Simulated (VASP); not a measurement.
Wanted: the native input for a VASP 6.6.1 run.

```yaml
Task: single point
Functional: PBE
Potentials_or_basis: VASP PAW PBE potentials, release 64 (P, Ga_d, Bi_d)
Cutoff: 520 eV
k_mesh: 6 × 6 × 2
Occupations: fermi-dirac, width 0.02 eV
Spin: no spin polarisation
Dipole_correction: no
Further_INCAR_settings: ALGO = Normal; EDIFF = 1e-06; NBANDS = 51
```

The structure of Ga4BiP3 lies in POSCAR:

```
Ga4BiP3
1.0
    4.0461412167      0.0000000000      0.0000000000
    0.0000000000      4.0461412167      0.0000000000
    0.0000000000      0.0000000000     11.5349149050
P Ga Bi
3 4 1
Direct
    0.0000000000      0.0000000000      0.2314865415
    0.5000000000      0.5000000000      0.0000000000
    0.0000000000      0.0000000000      0.7685134585
    0.0000000000      0.5000000000      0.1153937529
    0.5000000000      0.0000000000      0.8846062471
    0.0000000000      0.5000000000      0.6530402997
    0.5000000000      0.0000000000      0.3469597003
    0.5000000000      0.5000000000      0.5000000000
```

The input as run:

INCAR

```
PREC = Accurate
ENCUT = 520
EDIFF = 1E-6
ISMEAR = -1
SIGMA = 0.02
LREAL = False
LASPH = True
NELM = 100
ALGO = Normal
ISIF = 2
LWAVE = False
LCHARG = True
GGA = PE
LELF = True
LVHAR = True
NBANDS = 51
```

KPOINTS

```
regular mesh
0
Gamma
  6 6 2
```

Potentials or basis: VASP PAW PBE potentials, release 64 (P, Ga_d, Bi_d).

Launch:

```sh
$ cat potpaw_PBE.64/P/POTCAR potpaw_PBE.64/Ga_d/POTCAR potpaw_PBE.64/Bi_d/POTCAR > POTCAR
$ mpirun -np 1 vasp_std > vasp.out
```

Results of the run:

```json
{
  "Pressure": "0.0 GPa",
  "Band gap on the k mesh": "zero (bands 41 and 42 overlap by 0.03 eV)"
}
```

Caveat: spin-orbit coupling is left out, which moves the levels of the heavy elements.

Wall time 3.4 min on 1 thread of Intel(R) Xeon(R) Platinum 8488C (Sapphire Rapids), with other jobs on the host, peak memory 0.36 GiB.
